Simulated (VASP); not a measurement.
A run of VASP 6.6.1 is set up as follows.

File INCAR:

```
SYSTEM = As
PREC = Accurate
ENCUT = 520
EDIFF = 1E-6
ISMEAR = -1
SIGMA = 0.05
LREAL = .FALSE.
LASPH = .TRUE.
NELM = 80
ALGO = Normal
ISIF = 2
LWAVE = .FALSE.
LCHARG = .FALSE.
GGA = PS
NBANDS = 12
```

Contents of KPOINTS:

```
Automatic mesh
0
G
  7 7 9
  0 0 0
```

Contents of POSCAR:

```
As
1.0
    4.4305659712      0.0000000000      0.0000000000
   -2.2152829856      3.8369826842      0.0000000000
    0.0000000000      0.0000000000      2.7559447722
As
2
Direct
    0.3333333333      0.6666666667      0.0000000000
    0.6666666667      0.3333333333      0.0000000000
```

Potentials or basis: VASP PAW PBE potentials, release 64 (As).

Command:

```sh
$ cat potpaw_PBE.64/As/POTCAR > POTCAR
$ mpirun -np 1 vasp_std > vasp.out
```

Problem. Estimate the pressure.

Solution. 2.3 GPa.

Problem. Predict the band gap on the k mesh.

Solution. Zero (band 5 reaches 6.75 eV, above the bottom of band 6 at 3.03 eV).

Stress tensor (GPa, compression positive):
```
2.34 0.00 0.00
0.00 2.34 0.00
0.00 0.00 2.16
```

Caveat: the PAW data sets were made with another functional, which shifts forces and pressure a little.
